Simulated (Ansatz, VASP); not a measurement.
# Two plane-wave programs on AlN

Contents of POSCAR:

```
AlN
1.0
    0.0000000000      2.1848764208      2.1848764208
    2.1848764208      0.0000000000      2.1848764208
    2.1848764208      2.1848764208      0.0000000000
Al N
1 1
Direct
    0.0000000000      0.0000000000      0.0000000000
    0.2500000000      0.2500000000      0.2500000000
```

The input INCAR.step1:

```
PREC     = Accurate       # precision mode
ENCUT    = 520            # plane-wave cutoff, eV
EDIFF    = 1E-5           # SCF threshold, eV
ISMEAR   = 0              # smearing method
SIGMA    = 0.01           # smearing width, eV
LREAL    = False          # projectors in reciprocal space
LASPH    = True           # aspherical terms in the spheres
NELM     = 80             # most SCF steps
ALGO     = Normal         # electronic algorithm
ISIF     = 2              # what is computed and relaxed
LWAVE    = True           # write WAVECAR
LCHARG   = False          # write CHGCAR
GGA      = PE             # functional
NBANDS   = 11             # bands
```

Contents of INCAR.step2:

```
PREC     = Accurate       # precision mode
ENCUT    = 520            # plane-wave cutoff, eV
EDIFF    = 1E-6           # SCF threshold, eV
ISMEAR   = 0              # smearing method
SIGMA    = 0.01           # smearing width, eV
LREAL    = False          # projectors in reciprocal space
LASPH    = True           # aspherical terms in the spheres
NELM     = 80             # most SCF steps
ALGO     = Normal         # electronic algorithm
ISIF     = 2              # what is computed and relaxed
LWAVE    = False          # write WAVECAR
LCHARG   = False          # write CHGCAR
GGA      = PE             # functional
LHFCALC  = True           # exact exchange
AEXX     = 0.2            # exact-exchange fraction
HFSCREEN = 0.3            # screening, 1/A
PRECFOCK = Normal       
ISTART   = 1            
NBANDS   = 11             # bands
```

The input KPOINTS:

```
regular mesh
0
Gamma
  4 4 4
```

Input for Ansatz:

```yaml
crystal:
  lattice:
    - [0.0, 2.1848764208, 2.1848764208]
    - [2.1848764208, 0.0, 2.1848764208]
    - [2.1848764208, 2.1848764208, 0.0]
  atoms:
    - { symbol: Al, position: [0.0, 0.0, 0.0] }
    - { symbol: "N", position: [0.25, 0.25, 0.25] }
kpoints:
  mp_grid: { grid: [4, 4, 4] }
hamiltonian:
  xc: { exchange: pbe, correlation: pbe, exx: { coeff: 0.2, omega: 0.3 } }
scf:
  occupations: { method: fixed }
  n_extra_bands: 4
output:
  forces: true
  stress: true
  eigenvalues: true
```

Alike in both runs: task single point; functional PBE-based screened hybrid; k mesh 4 × 4 × 4; no spin polarisation.

|  | VASP | Ansatz |
| --- | --- | --- |
| version | VASP 6.6.1 | Ansatz 0.2.0 |
| potentials or method | VASP PAW PBE potentials, release 64 (Al, N) | plane waves |
| plane-wave cutoff (eV) | 520 | 420 |
| occupations | gaussian, width 0.01 eV | fixed |
| valence electrons in the cell | 8 | 8 |

```csv
,VASP,Ansatz,Ansatz less VASP
gap on the k mesh at the Fermi level (eV),4.11,4.11,+0.002
pressure (GPa),0.5,0.6,+0.16
```

VASP's potentials were made for PBE, not for PBE-based screened hybrid. Ansatz's warnings: stress exchange threshold loose, stress scf threshold loose.

The k mesh is coarse, so the values compare programs but aren't converged.
